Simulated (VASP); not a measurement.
Write the native input for VASP 6.6.1 that does the following.

| Item | Value |
| --- | --- |
| Task | single point |
| Functional | PBE |
| Potentials or basis | VASP PAW PBE potentials, release 64 (Co, Si) |
| Cutoff | 520 eV |
| k mesh | 8 × 8 × 1 |
| Occupations | gaussian, width 0.1 eV |
| Spin | no spin polarisation |
| Dipole correction | yes |
| Further INCAR settings | LREAL = Auto; ALGO = Normal; EDIFF = 1e-06; NBANDS = 81 |

The structure of CoSi lies in POSCAR:

```
CoSi
1.0
    4.4308490675      0.0000000000      0.0000000000
    0.0000000000      4.4308490675      0.0000000000
    0.0000000000      0.0000000000     24.7920088446
Co Si
10 10
Direct
    0.8549810878      0.8549810878      0.3025168330
    0.1450189122      0.3549810878      0.3400414530
    0.6450189122      0.1450189122      0.3918772615
    0.3549810878      0.6450189122      0.4294018815
    0.8549810878      0.8549810878      0.4812376900
    0.1450189122      0.3549810878      0.5187623100
    0.6450189122      0.1450189122      0.5705981185
    0.3549810878      0.6450189122      0.6081227385
    0.8549810878      0.8549810878      0.6599585470
    0.1450189122      0.3549810878      0.6974831670
    0.6568402896      0.3431597104      0.3046295597
    0.3431597104      0.8431597104      0.3379287263
    0.8431597104      0.6568402896      0.3939899882
    0.1568402896      0.1568402896      0.4272891548
    0.6568402896      0.3431597104      0.4833504167
    0.3431597104      0.8431597104      0.5166495833
    0.8431597104      0.6568402896      0.5727108452
    0.1568402896      0.1568402896      0.6060100118
    0.6568402896      0.3431597104      0.6620712737
    0.3431597104      0.8431597104      0.6953704403
```

The input as run:

INCAR

```
ALGO = Normal
DIPOL = 0.5 0.5 0.500
EDIFF = 1E-6
ENCUT = 520
GGA = PE
IDIPOL = 3
ISIF = 2
ISMEAR = 0
LASPH = T
LCHARG = T
LDIPOL = T
LELF = T
LREAL = Auto
LVACPOTAV = T
LVHAR = T
LWAVE = F
NBANDS = 81
NELM = 60
PREC = Accurate
SIGMA = 0.1
```

KPOINTS

```
k-points
0
Gamma
  8 8 1
```

Potentials or basis: VASP PAW PBE potentials, release 64 (Co, Si).

Launch:

```console
$ cat potpaw_PBE.64/Co/POTCAR potpaw_PBE.64/Si/POTCAR > POTCAR
$ mpirun -np 1 vasp_std > vasp.out
```

It gave:

```
Largest force          : 1.255 eV/Å
Band gap on the k mesh : zero (band 65 reaches 3.13 eV, above the bottom of band 66 at 2.80 eV)
```

Wall time 35 min on 1 thread of AMD EPYC 9R45 96-Core Processor (Zen 5) (shared host), peak memory 0.87 GiB.
